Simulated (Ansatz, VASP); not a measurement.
**One calculation of CuF, two programs**

```
Cu F
1.0
     3.32918    0.00000    0.00000
    -1.66459    2.88315    0.00000
     0.00000    0.00000    5.25235
Cu F
2 2
Direct
  0.00000 0.00000 0.00000
  0.00000 0.00000 0.50000
  0.33333 0.66667 0.25000
  0.66667 0.33333 0.75000
```

Alike in both runs: task single point; functional PBE; k mesh 9 × 9 × 4; occupations fermi-dirac, width 0.02 eV; no spin polarisation.

|  | VASP | Ansatz |
| --- | --- | --- |
| version | VASP 6.6.1 | Ansatz 0.2.0 |
| potentials or method | VASP PAW PBE potentials, release 64 (Cu, F) | plane waves, PAW |
| plane-wave cutoff (eV) | 520 | 420 |
| valence electrons in the cell | 36 | 52 |

Ansatz gave:

* pressure (GPa): -2.2
* traceless stress, the component that is largest in VASP (GPa): -0.14

Which values does VASP return?

Pressure (GPa): -2.4; traceless stress, the component that is largest in VASP (GPa): -0.12.

VASP's potentials hold 36 valence electrons a cell and Ansatz's 52, so a difference there can come from the potentials and not from the codes.
